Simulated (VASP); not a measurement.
# La2Fe2S2O3 in VASP: single point with PBE+U

Aim: the single point of La2Fe2S2O3 with PBE+U.

All numbers are computed with VASP 6.6.1; they aren't measurements. Logs are shortened: lines on timing, memory, paths and dates and some standing lists are left out, and cuts for length are marked.

**1. The cell of the first run**

The typed cell holds 18 atoms: a = 9.519 Å, b = 9.519 Å, c = 8.164 Å, α = 102.38°, β = 102.38°, γ = 24.79°.

**2. Single point, PBE+U, collinear spin, antiferromagnetic start**

Input file INCAR:

```
  PREC = Accurate
  ENCUT = 600
  EDIFF = 1E-6
  ISMEAR = 0
  SIGMA = 0.05
  LREAL = F
  LASPH = T
  NELM = 200
  ALGO = Normal
  ISIF = 2
  LWAVE = F
  LCHARG = T
  ISPIN = 2
  MAGMOM = 0 0 0 0 3.65 3.62 -3.65 -3.62 0 0 0 0 0 0 0 0 0 0
  LORBIT = 11
  LMAXMIX = 6
  LDAU = T
  LDAUTYPE = 2
  LDAUL = -1 2 -1 -1
  LDAUU = 0 4 0 0
  LDAUJ = 0 0 0 0
  LDAUPRINT = 1
  GGA = PE
  LVHAR = T
  NBANDS = 87
  GGA_COMPAT = F
  KPAR = 4
```

Input file KPOINTS:

```
Automatic mesh
0
Gamma
  4 4 2
```

Input file POSCAR:

```
La2Fe2S2O3
1.0
    2.0411002893      2.0432677749     -9.0707551163
    2.0411002893     -2.0432677749     -9.0707551163
   -8.1642608422      0.0000000000      0.0000317474
La Fe S O
4 4 4 6
Direct
   -0.1824037568     -0.1824037568     -0.0909225741
   -0.8176007994     -0.8176007994     -0.4085241395
   -0.1824037535     -0.1824037535      0.4090774172
   -0.8176008014     -0.8176008014      0.0914758665
    0.5000008177     -0.4999991823      0.0012081234
    0.0000013959      0.0000013959     -0.2533611595
    0.5000008221     -0.4999991779      0.5012081228
    0.0000013963      0.0000013963      0.2466388526
   -0.4055648128     -0.4055648128     -0.2018858625
   -0.5944310594     -0.5944310594     -0.2963261114
   -0.4055648130     -0.4055648130      0.2981141413
   -0.5944310590     -0.5944310590      0.2036738962
    0.2500318652     -0.7499681348     -0.1246617235
   -0.2500359193     -0.2500359193     -0.3746924672
    0.0000022635      0.0000022635     -0.0008340972
    0.2500318671     -0.7499681329      0.3753382788
   -0.2500359206     -0.2500359206      0.1253075338
    0.0000022674      0.0000022674      0.4991659024
```

Potentials or basis: VASP PAW PBE potentials, release 64 (La, Fe, S, O).

Run with:

```
$ cat potpaw_PBE.64/La/POTCAR potpaw_PBE.64/Fe/POTCAR potpaw_PBE.64/S/POTCAR potpaw_PBE.64/O/POTCAR > POTCAR
$ mpirun -np 4 vasp_std > vasp.out
```

OUTCAR:

```text
PREC = Accurate
   ENCUT = 600
   EDIFF = 1E-6
   ISMEAR = 0
   LREAL = F
   LASPH = T
   NELM = 200
   ISIF = 2
   ISPIN = 2
   LORBIT = 11
   GGA = PE

 ion  position               nearest neighbor table
   1  0.818  0.818  0.909-  14 2.38  17 2.38  13 2.38  13 2.38
   2  0.182  0.182  0.591-  16 2.38  13 2.38  14 2.38  14 2.38
   3  0.818  0.818  0.409-  17 2.38  14 2.38  16 2.38  16 2.38
   4  0.182  0.182  0.091-  13 2.38  16 2.38  17 2.38  17 2.38
   5  0.500  0.500  0.001-  15 2.04  15 2.04  12 2.66  11 2.66  10 2.67   9 2.67   8 2.86   8 2.86
                             6 2.91   6 2.91
   6  0.000  0.000  0.747-  18 2.02  15 2.06  10 2.67  10 2.67   9 2.67   9 2.67   7 2.86   7 2.86
                             5 2.91   5 2.91
   7  0.500  0.500  0.501-  18 2.04  18 2.04  10 2.66   9 2.66  12 2.67  11 2.67   6 2.86   6 2.86
                             8 2.91   8 2.91
   8  0.000  0.000  0.247-  15 2.02  18 2.06  12 2.67  12 2.67  11 2.67  11 2.67   5 2.86   5 2.86
                             7 2.91   7 2.91
   9  0.594  0.594  0.798-   7 2.66   6 2.67   6 2.67   5 2.67
  10  0.406  0.406  0.704-   7 2.66   6 2.67   6 2.67   5 2.67
  11  0.594  0.594  0.298-   5 2.66   8 2.67   8 2.67   7 2.67
  12  0.406  0.406  0.204-   5 2.66   8 2.67   8 2.67   7 2.67
  13  0.250  0.250  0.875-   4 2.38   2 2.38   1 2.38   1 2.38
  14  0.750  0.750  0.625-   1 2.38   3 2.38   2 2.38   2 2.38
  15  0.000  0.000  0.999-   8 2.02   5 2.04   5 2.04   6 2.06
  16  0.250  0.250  0.375-   2 2.38   4 2.38   3 2.38   3 2.38
  17  0.750  0.750  0.125-   3 2.38   1 2.38   4 2.38   4 2.38
  18  0.000  0.000  0.499-   6 2.02   7 2.04   7 2.04   8 2.06

  LATTYP: Found a base centered monoclinic cell.
 ALAT       =    18.5951271865
 B/A-ratio  =     0.2197637859
 C/A-ratio  =     0.4390537779
 COS(beta)  =    -0.2195344556

  Lattice vectors:

 A1 = (   2.0411002893,   2.0432677749,  -9.0707551163)
 A2 = (   2.0411002893,  -2.0432677749,  -9.0707551163)
 A3 = (  -8.1642608422,   0.0000000000,   0.0000317474)

Analysis of symmetry for initial positions (statically):
=====================================================================
 Subroutine PRICEL returns following result:

  LATTYP: Found a body centered orthorhombic cell.
 ALAT       =     4.0821303366
 B/A-ratio  =     1.0010791456
 C/A-ratio  =     4.4441242496
[... 12 lines left out ...]
 Subroutine GETGRP returns: Found  2 space group operations
 (whereof  2 operations were pure point group operations)
 out of a pool of  4 trial point group operations.

The static configuration has the point symmetry C_1h.

Analysis of symmetry for dynamics (positions and initial velocities):
=====================================================================
 Subroutine PRICEL returns following result:

  LATTYP: Found a body centered orthorhombic cell.
 ALAT       =     4.0821303366
 B/A-ratio  =     1.0010791456
 C/A-ratio  =     4.4441242496
[... 12 lines left out ...]
 Subroutine GETGRP returns: Found  2 space group operations
 (whereof  2 operations were pure point group operations)
 out of a pool of  4 trial point group operations.

The dynamic configuration has the point symmetry C_1h.

Analysis of structural, dynamic, and magnetic symmetry:
=====================================================================
 Subroutine PRICEL returns following result:

  LATTYP: Found a body centered orthorhombic cell.
 ALAT       =     4.0821303366
 B/A-ratio  =     1.0010791456
 C/A-ratio  =     4.4441242496
[... 12 lines left out ...]
 Subroutine GETGRP returns: Found  2 space group operations
 (whereof  2 operations were pure point group operations)
 out of a pool of  4 trial point group operations.

The overall configuration has the point symmetry C_1h.

 Subroutine INISYM returns: Found  2 space group operations
 (whereof  2 operations are pure point group operations),
[... 141 lines left out ...]
  Thomas-Fermi vector in A             =   2.387785
   LORBIT       =     11    0 simple, 1 ext, 2 COOP (PROOUT), +10 PAW based schemes
 LDA+U is selected, type is set to LDAUTYPE =  2
   angular momentum for each species LDAUL =    -1    2   -1   -1
   U (eV)           for each species LDAUU =   0.0  4.0  0.0  0.0
   J (eV)           for each species LDAUJ =   0.0  0.0  0.0  0.0
   GGA     = PE    functional components
   LHFCALC =     F    Hartree Fock is set to
   AEXX    =    0.0000 exact exchange contribution
   IVDW    =     0    specifies the selected vdW correction
   LEPSILON=     F    determine dielectric tensor
   LRPA    =     F    only Hartree local field effects (RPA)
 spin polarized calculation
 Gauss-broadening in eV      SIGMA  =   0.05
  energy-cutoff  :      600.00
  volume of cell :      302.63
 maximum number of plane-waves:     10130
 NGX is ok and might be reduce to    80
   NGX = 37   NGY = 37   NGZ = 33

atom =   5  type =  2  l = 2

 onsite density matrix

spin component  1
[... 116 lines left out ...]
  o =  0.0397  v =  0.0000 -0.0000 -0.0008  1.0000 -0.0003  0.0000  0.0000  0.0000  0.0000  0.0000      0.0000  0.0000  0.0000  0.0000  0.0000  0.0000  0.0000  0.0000  0.0000  0.0000
  o =  0.0463  v = -1.0000 -0.0005  0.0000  0.0000 -0.0000  0.0000  0.0000  0.0000  0.0000  0.0000      0.0000  0.0000  0.0000  0.0000  0.0000  0.0000  0.0000  0.0000  0.0000  0.0000
  o =  0.0850  v =  0.0005 -1.0000 -0.0000 -0.0000  0.0000  0.0000  0.0000  0.0000  0.0000  0.0000      0.0000  0.0000  0.0000  0.0000  0.0000  0.0000  0.0000  0.0000  0.0000  0.0000
  o =  0.1764  v = -0.0000  0.0000 -0.4635 -0.0001  0.8861  0.0000  0.0000  0.0000  0.0000  0.0000      0.0000  0.0000  0.0000  0.0000  0.0000  0.0000  0.0000  0.0000  0.0000  0.0000
  o =  0.9130  v =  0.0000  0.0000 -0.8861 -0.0008 -0.4635  0.0000  0.0000  0.0000  0.0000  0.0000      0.0000  0.0000  0.0000  0.0000  0.0000  0.0000  0.0000  0.0000  0.0000  0.0000
  o =  0.9443  v =  0.0000  0.0000  0.0000  0.0000  0.0000  0.0000  0.0000 -0.8839  0.0023 -0.4677      0.0000  0.0000  0.0000  0.0000  0.0000  0.0000  0.0000  0.0000  0.0000  0.0000
  o =  0.9616  v =  0.0000  0.0000  0.0000  0.0000  0.0000  1.0000  0.0002  0.0000  0.0000  0.0000      0.0000  0.0000  0.0000  0.0000  0.0000  0.0000  0.0000  0.0000  0.0000  0.0000
  o =  0.9662  v =  0.0000  0.0000  0.0000  0.0000  0.0000 -0.0000  0.0000  0.0020  1.0000  0.0012      0.0000  0.0000  0.0000  0.0000  0.0000  0.0000  0.0000  0.0000  0.0000  0.0000
  o =  0.9779  v =  0.0000  0.0000  0.0000  0.0000  0.0000  0.0002 -1.0000 -0.0000  0.0000 -0.0000      0.0000  0.0000  0.0000  0.0000  0.0000  0.0000  0.0000  0.0000  0.0000  0.0000
  o =  1.0073  v =  0.0000  0.0000  0.0000  0.0000  0.0000 -0.0000 -0.0000 -0.4677 -0.0001  0.8839      0.0000  0.0000  0.0000  0.0000  0.0000  0.0000  0.0000  0.0000  0.0000  0.0000

 number of electron     135.9999986 magnetization      -0.0000000

 Free energy of the ion-electron system (eV)
  ---------------------------------------------------
  ext. energy  EPLUGINS =         0.00000000
  ---------------------------------------------------
  free energy    TOTEN  =      -129.33294403 eV

  energy without entropy =     -129.33294403  energy(sigma->0) =     -129.33294403

 E-fermi :   5.9303     XC(G=0): -10.5182

 val. band max:        5.6799135723   @ k =   0.5000   0.0000   0.0000
 cond. band min:       7.7672437512   @ k =   0.5000   0.5000   0.5000
 fundamental gap:      2.0873301788
 Fermi energy:         5.9302569500

 spin component 1

 k-point     1 :       0.0000    0.0000    0.0000
  band No.  band energies     occupation
      1     -25.2532      1.00000
      2     -25.1097      1.00000
      3     -25.1096      1.00000
      4     -25.0535      1.00000
      5     -12.6282      1.00000
      6     -12.3084      1.00000
[... 1151 lines left out ...]
     79       9.4349      0.00000
     80       9.5182      0.00000
 Fermi energy:         5.9302569500

 spin component 2

 k-point     1 :       0.0000    0.0000    0.0000
  band No.  band energies     occupation
      1     -25.2532      1.00000
      2     -25.1097      1.00000
      3     -25.1096      1.00000
      4     -25.0535      1.00000
      5     -12.6282      1.00000
      6     -12.3084      1.00000
[... 1151 lines left out ...]
     79       9.4349      0.00000
     80       9.5182      0.00000
 [bands above 80 left out]

------------------------ aborting loop because EDIFF is reached ----------------------------------------

  FORCE on cell =-STRESS in cart. coord.  units (eV):
  Direction    XX          YY          ZZ          XY          YZ          ZX
  --------------------------------------------------------------------------------------
  -------------------------------------------------------------------------------------
  Total       -2.0689966     -2.0307493     -1.2455067      0.0000000      0.0000000      0.0006233
  in kB      -10.9535562    -10.7510695     -6.5938862      0.0000000      0.0000000      0.0032999
  external PRESSURE =      -9.4328373 kB  Pullay stress =       0.0000000 kB

 VOLUME and BASIS-vectors are now :
 -----------------------------------------------------------------------------
  energy-cutoff  :      600.00
  volume of cell :      302.63
      direct lattice vectors                 reciprocal lattice vectors
     2.041100289  2.043267775 -9.070755116    -0.000000214  0.244706057 -0.055122251
     2.041100289 -2.043267775 -9.070755116    -0.000000214 -0.244706057 -0.055122251
    -8.164260842  0.000000000  0.000031747    -0.122485170  0.000000000 -0.027561599

 POSITION                                       TOTAL-FORCE (eV/Angst)
 -----------------------------------------------------------------------------------
     -4.08435      0.00000    -14.83240        -0.000725      0.000000     -0.001613
     -4.08437      0.00000     -3.30898        -0.000132      0.000000      0.001670
     -0.00222      0.00000    -14.83242        -0.000725      0.000000     -0.001613
     -0.00224      0.00000     -3.30899        -0.000132      0.000000      0.001670
      2.03124      0.00000     -9.07077         0.015092      0.000000     -0.000056
     -6.09575      0.00000     -0.00000        -0.024038      0.000000      0.000122
[... 10 lines left out ...]
      2.03846      0.00000    -13.60548         0.001281      0.000000     -0.001022
     -4.07531      0.00000     -0.00003         0.003992      0.000000     -0.000187
 -----------------------------------------------------------------------------------
    total drift:                                0.000618     -0.000000     -0.000204

  FREE ENERGIE OF THE ION-ELECTRON SYSTEM (eV)
  ---------------------------------------------------
  free  energy   TOTEN  =      -129.3329440306 eV

  energy  without entropy=     -129.3329440306  energy(sigma->0) =     -129.33294403

 total charge

# of ion       s       p       d       f       tot
--------------------------------------------------
    1        2.016   5.679   0.624   0.231   8.551
    2        2.016   5.679   0.624   0.231   8.551
    3        2.016   5.679   0.624   0.231   8.551
    4        2.016   5.679   0.624   0.231   8.551
    5        0.307   0.354   6.085   0.000   6.746
    6        0.305   0.354   6.096   0.000   6.754
[... 10 lines left out ...]
   17        1.565   3.465   0.000   0.000   5.030
   18        1.554   3.467   0.000   0.000   5.021
--------------------------------------------------
tot         23.947  54.566  26.858   0.925 106.296

 magnetization (x)

# of ion       s       p       d       f       tot
--------------------------------------------------
    1       -0.000  -0.001  -0.004  -0.002  -0.007
    2        0.000   0.001   0.004   0.002   0.008
    3        0.000   0.001   0.004   0.002   0.007
    4       -0.000  -0.001  -0.004  -0.002  -0.008
    5        0.031   0.024   3.613   0.000   3.668
    6        0.022   0.016   3.593   0.000   3.631
[... 10 lines left out ...]
   17       -0.000  -0.002   0.000   0.000  -0.002
   18       -0.008  -0.070   0.000   0.000  -0.078
--------------------------------------------------
tot          0.000   0.000   0.000   0.000   0.000
```

Run time: 28 min. Hardware: 4 MPI ranks of Intel Xeon Platinum 8259CL at 2.50GHz (Skylake/Cascade Lake), shared host; peak memory 1.8 GiB.

What came out:

| Item | Value |
| --- | --- |
| Free energy | -129.3329 eV |
| Pressure | -0.9 GPa |
| Largest force | 0.080 eV/Å |
| Band gap on the k mesh | 2.09 eV |
| Net moment | 0.00 μB per cell |
| Site moments | La -0.01, +0.01 (each value once); Fe +3.67, +3.63, -3.67, -3.63; S +0.04, -0.04 (each value once); O -0.00, +0.00, +0.08, -0.08 (each value once) μB |
| Valence electrons inside the program's atomic spheres | La 8.55; Fe 6.75; S 3.73; O 5.03, 5.02 (each value once) |

Forces on the atoms (eV/Å):
```
La  -0.001  0.000 -0.002
La   0.000  0.000  0.002
La  -0.001  0.000 -0.002
La   0.000  0.000  0.002
Fe   0.015  0.000  0.000
Fe  -0.024  0.000  0.000
Fe   0.015  0.000  0.000
Fe  -0.024  0.000  0.000
S    0.002  0.000  0.080
S    0.002  0.000 -0.080
S    0.002  0.000  0.080
S    0.002  0.000 -0.080
O    0.001  0.000  0.001
O    0.001  0.000 -0.001
O    0.004  0.000  0.000
O    0.001  0.000  0.001
O    0.001  0.000 -0.001
O    0.004  0.000  0.000
```

Eigenvalues of the final occupation matrices:
| site | spin | trace | eigenvalues |
| --- | --- | --- | --- |
| site 5 d | 1 | 4.86 | 0.94 0.96 0.97 0.98 1.01 |
| site 5 d | 2 | 1.24 | 0.04 0.05 0.09 0.16 0.92 |
| site 6 d | 1 | 4.86 | 0.94 0.96 0.97 0.98 1.01 |
| site 6 d | 2 | 1.26 | 0.04 0.05 0.09 0.18 0.91 |
| site 7 d | 1 | 1.24 | 0.04 0.05 0.09 0.16 0.92 |
| site 7 d | 2 | 4.86 | 0.94 0.96 0.97 0.98 1.01 |
| site 8 d | 1 | 1.26 | 0.04 0.05 0.09 0.18 0.91 |
| site 8 d | 2 | 4.86 | 0.94 0.96 0.97 0.98 1.01 |

Caveat: spin-orbit coupling is left out, which moves the levels of the heavy elements.
